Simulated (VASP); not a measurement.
CO2: single point with PBE

CO2:

```
C O
1.0
     6.00925    0.00000    0.00000
     0.00000    6.00925    0.00000
     0.00000    0.00000    6.15588
C O
4 8
Direct
  0.00000 0.00000 0.00000
  0.50000 0.00000 0.50000
  0.50000 0.50000 0.00000
  0.00000 0.50000 0.50000
  0.11148 0.11148 0.11148
  0.38852 0.88852 0.61148
  0.61148 0.38852 0.88852
  0.88852 0.61148 0.38852
  0.88852 0.88852 0.88852
  0.61148 0.11148 0.38852
  0.38852 0.61148 0.11148
  0.11148 0.38852 0.61148
```

```
Program                : VASP 6.6.1
Task                   : single point
Functional             : PBE
Potentials or basis    : VASP PAW PBE potentials, release 64 (C, O)
Cutoff                 : 520 eV
k mesh                 : 4 × 4 × 4
Occupations            : gaussian, width 0.05 eV
Spin                   : no spin polarisation
Dipole correction      : no
Further INCAR settings : ALGO = Normal; EDIFF = 1e-06; NBANDS = 44
```

- Pressure: 1.2 GPa
- Largest force: 0.621 eV/Å
- Band gap on the k mesh: 6.60 eV

Forces on the atoms (eV/Å):
```
C    0.000  0.000  0.000
C    0.000  0.000  0.000
C    0.000  0.000  0.000
C    0.000  0.000  0.000
O    0.355  0.359  0.362
O   -0.355 -0.359  0.362
O    0.355 -0.359 -0.362
O   -0.355  0.359 -0.362
O   -0.355 -0.359 -0.362
O    0.355  0.359 -0.362
O   -0.355  0.359  0.362
O    0.355 -0.359  0.362
```

Levels at points of the mesh, in eV from the valence-band top:
```tsv
k point	band 29	band 30	band 31	band 32	band 33	band 34	band 35	band 36
(0.00, 0.00, 0.00)	-0.12	-0.12	-0.03	0.00	6.60	8.17	8.20	8.21
(0.50, 0.00, 0.00)	-0.18	-0.18	-0.07	-0.07	7.91	7.91	8.14	8.14
(0.00, 0.50, 0.00)	-0.18	-0.18	-0.06	-0.06	7.91	7.91	8.12	8.12
(0.50, 0.50, 0.00)	-0.17	-0.17	-0.17	-0.17	8.10	8.10	8.10	8.10
(0.00, 0.00, 0.50)	-0.19	-0.19	-0.05	-0.05	7.85	7.85	8.13	8.13
(0.50, 0.00, 0.50)	-0.17	-0.17	-0.17	-0.17	8.11	8.11	8.11	8.11
(0.00, 0.50, 0.50)	-0.18	-0.18	-0.18	-0.18	8.10	8.10	8.10	8.10
(0.50, 0.50, 0.50)	-0.18	-0.18	-0.18	-0.18	8.16	8.16	8.16	8.16
```

It took 2.7 min on 1 thread of Intel(R) Xeon(R) Platinum 8488C (Sapphire Rapids), with other jobs on the host, peak memory 0.42 GiB.

Caveat: this functional lacks dispersion, which holds the molecules together, so the pressure and a relaxed volume are unreliable. A k mesh can miss the band edges.
